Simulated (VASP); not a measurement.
# Ca (Cmcm) in VASP: further runs

Ca is run at these levels: PBE; tasks: single point.

All numbers are computed with VASP 6.6.1; they aren't measurements. Logs are shortened: lines on timing, memory, paths and dates and some standing lists are left out, and cuts for length are marked.

### 1 The cell of the first run

The structure is orthorhombic, space group Cmcm (No. 63). Conventional cell: a = 3.943 Å, b = 6.791 Å, c = 6.509 Å, α = 90.00°, β = 90.00°, γ = 90.00°. Ca (site symmetry m2m) has 12 Ca at 3.93 to 3.98 Å within 5.2 Å.

### 2 Single point, PBE

Contents of INCAR:

```
PREC     = Accurate       # precision mode
ENCUT    = 520            # plane-wave cutoff, eV
EDIFF    = 1E-6           # SCF threshold, eV
ISMEAR   = 0              # smearing method
SIGMA    = 0.1            # smearing width, eV
LREAL    = False          # projectors in reciprocal space
LASPH    = True           # aspherical terms in the spheres
NELM     = 60             # most SCF steps
ALGO     = Fast           # electronic algorithm
ISIF     = 2              # what is computed and relaxed
LWAVE    = False          # write WAVECAR
LCHARG   = True           # write CHGCAR
GGA      = PE             # functional
LELF     = True           # ELF
LVHAR    = True         
NBANDS   = 17             # bands
```

Contents of KPOINTS:

```
Automatic mesh
0
Gamma
  10 10 6
```

Contents of POSCAR:

```
Ca
1.0
    1.9712759950     -3.3954901800      0.0000000000
    1.9712759950      3.3954901800      0.0000000000
    0.0000000000      0.0000000000      6.5091117400
Ca
2
Direct
    0.8355866000      0.1644134000      0.2500000000
    0.1644134000      0.8355866000      0.7500000000
```

Potentials or basis: VASP PAW PBE potentials, release 64 (Ca_sv).

On the command line:

```sh
> cat potpaw_PBE.64/Ca_sv/POTCAR > POTCAR
> mpirun -np 1 vasp_std > vasp.out
```

OUTCAR:

```text
PREC = Accurate
   ENCUT = 520
   EDIFF = 1E-6
   ISMEAR = 0
   LREAL = False
   LASPH = True
   NELM = 60
   ISIF = 2
   GGA = PE

 ion  position               nearest neighbor table
   1  0.836  0.164  0.250-
   2  0.164  0.836  0.750-

  LATTYP: Found a base centered orthorhombic cell.
 ALAT       =     3.9425519900
 B/A-ratio  =     1.7224834009
 C/A-ratio  =     1.6509894496

  Lattice vectors:

 A1 = (   1.9712759950,  -3.3954901800,   0.0000000000)
 A2 = (   1.9712759950,   3.3954901800,   0.0000000000)
 A3 = (   0.0000000000,   0.0000000000,   6.5091117400)

Analysis of symmetry for initial positions (statically):
=====================================================================
 Subroutine PRICEL returns:
 Original cell was already a primitive cell.

 Routine SETGRP: Setting up the symmetry group for a
 base centered orthorhombic supercell.

 Subroutine GETGRP returns: Found  8 space group operations
 (whereof  4 operations were pure point group operations)
 out of a pool of  8 trial point group operations.

The static configuration has the point symmetry C_2h.
 The point group associated with its full space group is D_2h.

Analysis of symmetry for dynamics (positions and initial velocities):
=====================================================================
 Subroutine PRICEL returns:
 Original cell was already a primitive cell.

 Routine SETGRP: Setting up the symmetry group for a
 base centered orthorhombic supercell.

 Subroutine GETGRP returns: Found  8 space group operations
 (whereof  4 operations were pure point group operations)
 out of a pool of  8 trial point group operations.

The dynamic configuration has the point symmetry C_2h.
 The point group associated with its full space group is D_2h.

 Subroutine INISYM returns: Found  8 space group operations
 (whereof  4 operations are pure point group operations),
 and found     1 'primitive' translations

----------------------------------------------------------------------------------------

                                     Primitive cell

  volume of cell :      87.1368

  direct lattice vectors                    reciprocal lattice vectors
     1.971275995 -3.395490180  0.000000000     0.253642819 -0.147254144  0.000000000
     1.971275995  3.395490180  0.000000000     0.253642819  0.147254144  0.000000000
     0.000000000  0.000000000  6.509111740     0.000000000  0.000000000  0.153630793

  length of vectors
     3.926230076  3.926230076  6.509111740     0.293289043  0.293289043  0.153630793

  position of ions in fractional coordinates (direct lattice)
     0.835586600  0.164413400  0.250000000
     0.164413400  0.835586600  0.750000000

  ion indices of the primitive-cell ions
   primitive index   ion index
                 1           1
                 2           2

----------------------------------------------------------------------------------------

 KPOINTS: Automatic mesh

Automatic generation of k-mesh.
 Grid dimensions read from file:
 generate k-points for:   10   10    6

 Generating k-lattice:

  Cartesian coordinates                     Fractional coordinates (reciprocal lattice)
     0.025364282 -0.014725414  0.000000000     0.100000000  0.000000000  0.000000000
     0.025364282  0.014725414  0.000000000     0.000000000  0.100000000  0.000000000
     0.000000000  0.000000000  0.025605132     0.000000000  0.000000000  0.166666667

  Length of vectors
     0.029328904  0.029328904  0.025605132

  Shift w.r.t. Gamma in fractional coordinates (k-lattice)
     0.000000000  0.000000000  0.000000000

 Subroutine IBZKPT returns following result:
 ===========================================

 Found    124 irreducible k-points:

 Following reciprocal coordinates:
            Coordinates               Weight
  0.000000  0.000000  0.000000      1.000000
  0.100000  0.000000  0.000000      4.000000
  0.200000  0.000000  0.000000      4.000000
  0.300000  0.000000  0.000000      4.000000
  0.400000  0.000000  0.000000      4.000000
  0.500000  0.000000  0.000000      2.000000
[... 16 lines left out ...]
  0.300000  0.300000  0.000000      2.000000
  0.400000  0.300000  0.000000      4.000000
 [... further k-points ...]
   k-points           NKPTS =    124   k-points in BZ     NKDIM =    124   number of bands    NBANDS=     17
   number of dos      NEDOS =    301   number of ions     NIONS =      2
   total plane-waves  NPLWV =  43200
   dimension x,y,z NGX =    30 NGY =   30 NGZ =   48
   dimension x,y,z NGXF=    60 NGYF=   60 NGZF=   96
   ions per type =               2
   NGX,Y,Z   is equivalent  to a cutoff of  12.70, 12.70, 12.26 a.u.
   NGXF,Y,Z  is equivalent  to a cutoff of  25.41, 25.41, 24.52 a.u.
 SYSTEM =  unknown system
   PREC   = accura    normal or accurate (medium, high low for compatibility)
   ISTART =      0    job   : 0-new  1-cont  2-samecut
   ICHARG =      2    charge: 1-file 2-atom 10-const
   ISPIN  =      1    spin polarized calculation?
   LNONCOLLINEAR =      F non collinear calculations
   LSORBIT =      F    spin-orbit coupling
   LASPH  =      T    aspherical Exc in radial PAW
   ENCUT  =  520.0 eV  38.22 Ry    6.18 a.u.   7.30  7.30 12.10*2*pi/ulx,y,z
   NELM   =     60;   NELMIN=  2; NELMDL= -5     # of ELM steps
   EDIFF  = 0.1E-05   stopping-criterion for ELM
   LREAL  =      F    real-space projection
   EDIFFG = 0.1E-04   stopping-criterion for IOM
   NSW    =      0    number of steps for IOM
   IBRION =     -1    ionic relax: 0-MD 1-quasi-New 2-CG
   NFREE  =      0    steps in history (QN), initial steepest desc. (CG)
   ISIF   =      2    stress and relaxation
   ISYM   =      2    0-nonsym 1-usesym 2-fastsym
   POTIM  = 0.5000    time-step for ionic-motion
   TEBEG  =    0.0;   TEEND  =   0.0 temperature during run
   PSTRESS=    0.0 pullay stress
   NELECT =      20.0000    total number of electrons
   NUPDOWN=      -1.0000    fix difference up-down
   EMIN   =  10.00;   EMAX   =-10.00  energy-range for DOS
   EFERMI =   0.00;   METHOD = LEGACY
   ISMEAR =     0;   SIGMA  =   0.10  broadening in eV -4-tet -1-fermi 0-gaus
   EFERMI_NEDOS =   21; number of points for ismear=-14 and -15
   IALGO  =     68    algorithm
   IMIX   =      4    mixing-type and parameters
     AMIX     =   0.40;   BMIX     =  1.00
     AMIX_MAG =   1.60;   BMIX_MAG =  1.00
  volume/ion in A,a.u.               =      43.57       294.01
  Fermi-wavevector in a.u.,A,eV,Ry     =   1.002346  1.894159 13.669737  1.004697
  Thomas-Fermi vector in A             =   2.134827
   LORBIT       =      0    0 simple, 1 ext, 2 COOP (PROOUT), +10 PAW based schemes
   GGA     = PE    functional components
   LHFCALC =     F    Hartree Fock is set to
   AEXX    =    0.0000 exact exchange contribution
   IVDW    =     0    specifies the selected vdW correction
   LEPSILON=     F    determine dielectric tensor
   LRPA    =     F    only Hartree local field effects (RPA)
 non-spin polarized calculation
 RMM-DIIS sequential band-by-band and
 Gauss-broadening in eV      SIGMA  =   0.10
  energy-cutoff  :      520.00
  volume of cell :       87.14
 maximum number of plane-waves:      2376
 NGX is ok and might be reduce to    30
   NGX = 15   NGY = 15   NGZ = 25

 number of electron      20.0000001 magnetization

 Free energy of the ion-electron system (eV)
  ---------------------------------------------------
  ext. energy  EPLUGINS =         0.00000000
  ---------------------------------------------------
  free energy    TOTEN  =        -3.85587114 eV

  energy without entropy =       -3.84232858  energy(sigma->0) =       -3.84909986

 E-fermi :   1.9204     XC(G=0):  -7.6370

 val. band max:        1.9164749670   @ k =   0.3000   0.3000   0.1667
 cond. band min:       1.9214791228   @ k =   0.5000   0.3000   0.1667
 fundamental gap:      0.0050041558
 Fermi energy:         1.9203742910

 k-point     1 :       0.0000    0.0000    0.0000
  band No.  band energies     occupation
      1     -40.2455      2.00000
      2     -40.2345      2.00000
      3     -21.2789      2.00000
      4     -21.1862      2.00000
      5     -21.1838      2.00000
      6     -21.1695      2.00000
[... 9 lines left out ...]
     16       4.4423      0.00000
     17       4.8395      0.00000

 k-point     2 :       0.1000    0.0000    0.0000
  band No.  band energies     occupation
      1     -40.2445      2.00000
      2     -40.2340      2.00000
      3     -21.2751      2.00000
      4     -21.1939      2.00000
      5     -21.1883      2.00000
      6     -21.1786      2.00000
[... 9 lines left out ...]
     16       4.5385      0.00000
     17       4.6935      0.00000

 k-point     3 :       0.2000    0.0000    0.0000
  band No.  band energies     occupation
      1     -40.2417      2.00000
      2     -40.2326      2.00000
      3     -21.2646      2.00000
      4     -21.2182      2.00000
      5     -21.2032      2.00000
      6     -21.1955      2.00000
[... 9 lines left out ...]
     16       4.5329      0.00000
     17       4.5707      0.00000

 k-point     4 :       0.3000    0.0000    0.0000
  band No.  band energies     occupation
      1     -40.2382      2.00000
      2     -40.2311      2.00000
      3     -21.2497      2.00000
      4     -21.2485      2.00000
      5     -21.2328      2.00000
      6     -21.2043      2.00000
[... 9 lines left out ...]
     16       4.8755      0.00000
     17       5.1002      0.00000

 k-point     5 :       0.4000    0.0000    0.0000
  band No.  band energies     occupation
      1     -40.2351      2.00000
      2     -40.2301      2.00000
      3     -21.2733      2.00000
      4     -21.2563      2.00000
      5     -21.2347      2.00000
      6     -21.2112      2.00000
[... 9 lines left out ...]
     16       5.3347      0.00000
     17       5.6416      0.00000

 k-point     6 :       0.5000    0.0000    0.0000
  band No.  band energies     occupation
      1     -40.2338      2.00000
      2     -40.2299      2.00000
      3     -21.2828      2.00000
      4     -21.2652      2.00000
      5     -21.2273      2.00000
      6     -21.2138      2.00000
[... 9 lines left out ...]
     16       5.8375      0.00000
     17       5.8720      0.00000

 k-point     7 :       0.1000    0.1000    0.0000
  band No.  band energies     occupation
      1     -40.2426      2.00000
      2     -40.2330      2.00000
      3     -21.2681      2.00000
      4     -21.2076      2.00000
      5     -21.2003      2.00000
      6     -21.1895      2.00000
[... 9 lines left out ...]
     16       4.4847      0.00000
     17       4.5953      0.00000

 k-point     8 :       0.2000    0.1000    0.0000
  band No.  band energies     occupation
      1     -40.2395      2.00000
      2     -40.2316      2.00000
      3     -21.2554      2.00000
      4     -21.2330      2.00000
      5     -21.2231      2.00000
      6     -21.2014      2.00000
[... 9 lines left out ...]
     16       4.6585      0.00000
     17       4.8916      0.00000
[... 203 lines left out ...]
      1     -40.2336      2.00000
      2     -40.2299      2.00000
      3     -21.2663      2.00000
      4     -21.2558      2.00000
      5     -21.2262      2.00000
      6     -21.2240      2.00000
[... 9 lines left out ...]
     16       5.1443      0.00000
     17       5.5633      0.00000

 k-point    20 :      -0.4000    0.2000    0.0000
  band No.  band energies     occupation
      1     -40.2363      2.00000
      2     -40.2305      2.00000
      3     -21.2500      2.00000
      4     -21.2489      2.00000
      5     -21.2405      2.00000
      6     -21.2101      2.00000
[... 9 lines left out ...]
     16       4.8618      0.00000
     17       5.2860      0.00000

 k-point    21 :      -0.3000    0.2000    0.0000
  band No.  band energies     occupation
      1     -40.2393      2.00000
      2     -40.2316      2.00000
      3     -21.2542      2.00000
      4     -21.2361      2.00000
      5     -21.2257      2.00000
      6     -21.1996      2.00000
[... 9 lines left out ...]
     16       4.6553      0.00000
     17       4.8658      0.00000

 k-point    22 :      -0.2000    0.2000    0.0000
  band No.  band energies     occupation
      1     -40.2416      2.00000
      2     -40.2326      2.00000
      3     -21.2640      2.00000
      4     -21.2202      2.00000
      5     -21.2044      2.00000
      6     -21.1945      2.00000
[... 9 lines left out ...]
     16       4.5371      0.00000
     17       4.5499      0.00000

 k-point    23 :       0.3000    0.3000    0.0000
  band No.  band energies     occupation
      1     -40.2318      2.00000
      2     -40.2300      2.00000
      3     -21.2626      2.00000
      4     -21.2492      2.00000
      5     -21.2409      2.00000
      6     -21.2241      2.00000
[... 9 lines left out ...]
     16       5.3471      0.00000
     17       5.6009      0.00000

 k-point    24 :       0.4000    0.3000    0.0000
  band No.  band energies     occupation
      1     -40.2315      2.00000
      2     -40.2302      2.00000
      3     -21.2648      2.00000
      4     -21.2517      2.00000
      5     -21.2391      2.00000
      6     -21.2224      2.00000
[... 9 lines left out ...]
     16       5.3642      0.00000
     17       5.5004      0.00000

 [... further k-points ...]
[... 5 lines left out ...]
  --------------------------------------------------------------------------------------
  -------------------------------------------------------------------------------------
  Total       -0.2978228     -0.1893324     -0.2571043      0.0000000      0.0000000      0.0000000
  in kB       -5.4760428     -3.4812391     -4.7273550      0.0000000      0.0000000      0.0000000
  external PRESSURE =      -4.5615456 kB  Pullay stress =       0.0000000 kB

 VOLUME and BASIS-vectors are now :
 -----------------------------------------------------------------------------
  energy-cutoff  :      520.00
  volume of cell :       87.14
      direct lattice vectors                 reciprocal lattice vectors
     1.971275995 -3.395490180  0.000000000     0.253642819 -0.147254144  0.000000000
     1.971275995  3.395490180  0.000000000     0.253642819  0.147254144  0.000000000
     0.000000000  0.000000000  6.509111740     0.000000000  0.000000000  0.153630793

 POSITION                                       TOTAL-FORCE (eV/Angst)
 -----------------------------------------------------------------------------------
      1.97128     -2.27896      1.62728         0.000000      0.015322     -0.000000
      1.97128      2.27896      4.88183         0.000000     -0.015322      0.000000
 -----------------------------------------------------------------------------------
    total drift:                                0.000000     -0.000000      0.000000

  FREE ENERGIE OF THE ION-ELECTRON SYSTEM (eV)
  ---------------------------------------------------
  free  energy   TOTEN  =        -3.8558711441 eV

  energy  without entropy=       -3.8423285821  energy(sigma->0) =       -3.84909986
```

It took 3.1 min on 1 thread of Intel Xeon Platinum 8375C at 2.90GHz (Ice Lake), shared host; peak memory 0.3 GiB.

Results:

```yaml
Free_energy: -3.8559 eV
Pressure: -0.5 GPa
Largest_force: 0.015 eV/Å
Band_gap_on_the_k_mesh: zero (band 10 reaches 2.04 eV, above the bottom of band 11 at 1.60 eV)
```

Forces in eV/Å, atoms in the order of the input:
```
Ca   0.000  0.015  0.000
Ca   0.000 -0.015  0.000
```

Levels at points of the mesh, in eV from the Fermi level:
```csv
k point,band 8,band 9,band 10,band 11,band 12,band 13
"(0.00, 0.00, 0.00)",-23.08,-4.06,-1.11,-0.32,2.14,2.19
"(0.50, 0.00, 0.00)",-23.11,-1.16,-0.74,0.17,0.34,1.29
"(0.50, 0.50, 0.00)",-23.11,-1.12,-0.73,0.20,0.35,1.25
"(0.00, 0.00, 0.50)",-23.10,-3.08,-3.08,1.29,1.29,2.18
"(0.50, 0.00, 0.50)",-23.11,-0.72,-0.72,0.02,0.02,1.38
"(0.50, 0.50, 0.50)",-23.11,-0.71,-0.71,0.06,0.06,1.36
```

### 3 Single point, PBE

Contents of INCAR:

```
ALGO = Fast
EDIFF = 1E-6
ENCUT = 520
GGA = PE
ISIF = 2
ISMEAR = 0
LASPH = T
LCHARG = F
LREAL = F
LWAVE = F
NBANDS = 17
NELM = 80
PREC = Accurate
SIGMA = 0.1
```

Contents of KPOINTS:

```
k-points
0
Gamma
  12 12 6
```

POSCAR is that of step 2.

Potentials or basis: VASP PAW PBE potentials, release 64 (Ca_sv).

On the command line:

```sh
> cat potpaw_PBE.64/Ca_sv/POTCAR > POTCAR
> mpirun -np 1 vasp_std > vasp.out
```

OUTCAR:

```text
EDIFF = 1E-6
   ENCUT = 520
   GGA = PE
   ISIF = 2
   ISMEAR = 0
   LASPH = T
   LREAL = F
   NELM = 80
   PREC = Accurate

 ion  position               nearest neighbor table
   1  0.836  0.164  0.250-
   2  0.164  0.836  0.750-

  LATTYP: Found a base centered orthorhombic cell.
 ALAT       =     3.9425519900
 B/A-ratio  =     1.7224834009
 C/A-ratio  =     1.6509894496

  Lattice vectors:

 A1 = (   1.9712759950,  -3.3954901800,   0.0000000000)
[... 194 lines left out ...]
      5     -21.1820      2.00000
      6     -21.1673      2.00000
[... 457 lines left out ...]
      4     -21.2474      2.00000
      5     -21.2383      2.00000
      6     -21.2107      2.00000
[... 9 lines left out ...]
     16       4.9233      0.00000
     17       5.3879      0.00000

 [... further k-points ...]
[... 5 lines left out ...]
  --------------------------------------------------------------------------------------
  -------------------------------------------------------------------------------------
  Total       -0.2766035     -0.1555511     -0.3388994      0.0000000      0.0000000      0.0000000
  in kB       -5.0858851     -2.8601060     -6.2313149      0.0000000      0.0000000      0.0000000
  external PRESSURE =      -4.7257687 kB  Pullay stress =       0.0000000 kB

 VOLUME and BASIS-vectors are now :
 -----------------------------------------------------------------------------
  energy-cutoff  :      520.00
  volume of cell :       87.14
      direct lattice vectors                 reciprocal lattice vectors
     1.971275995 -3.395490180  0.000000000     0.253642819 -0.147254144  0.000000000
     1.971275995  3.395490180  0.000000000     0.253642819  0.147254144  0.000000000
     0.000000000  0.000000000  6.509111740     0.000000000  0.000000000  0.153630793

 POSITION                                       TOTAL-FORCE (eV/Angst)
 -----------------------------------------------------------------------------------
      1.97128     -2.27896      1.62728         0.000000      0.015895      0.000000
      1.97128      2.27896      4.88183         0.000000     -0.015895     -0.000000
 -----------------------------------------------------------------------------------
    total drift:                                0.000000     -0.000000      0.000000

  FREE ENERGIE OF THE ION-ELECTRON SYSTEM (eV)
  ---------------------------------------------------
  free  energy   TOTEN  =        -3.8553901671 eV

  energy  without entropy=       -3.8439400883  energy(sigma->0) =       -3.84966513
```

stdout:

```text
POSCAR found type information on POSCAR Ca
 POSCAR found :  1 types and       2 ions
 scaLAPACK will be used
 LDA part: xc-table for (Slater+PW92), standard interpolation
 POSCAR, INCAR and KPOINTS ok, starting setup
 FFT: planning ... GRIDC
 FFT: planning ... GRID_SOFT
 FFT: planning ... GRID
 WAVECAR not read
 entering main loop
WARNING in EDDRMM: call to ZHEGV failed, returncode =   8  4     12
WARNING in EDDRMM: call to ZHEGV failed, returncode =   8  4     12
WARNING in EDDRMM: call to ZHEGV failed, returncode =   8  4     14
WARNING in EDDRMM: call to ZHEGV failed, returncode =   8  4     16
```

It took 5 min on 1 thread of Intel Xeon Platinum 8375C at 2.90GHz (Ice Lake), shared host; peak memory 0.35 GiB.

Results:

```
Free energy            : -3.8554 eV
Pressure               : -0.5 GPa
Largest force          : 0.016 eV/Å
Band gap on the k mesh : zero (band 10 reaches 2.16 eV, above the bottom of band 11 at 1.60 eV)
```

Forces in eV/Å, atoms in the order of the input:
```
Ca   0.000  0.016  0.000
Ca   0.000 -0.016  0.000
```

[end of part 1 of 2]
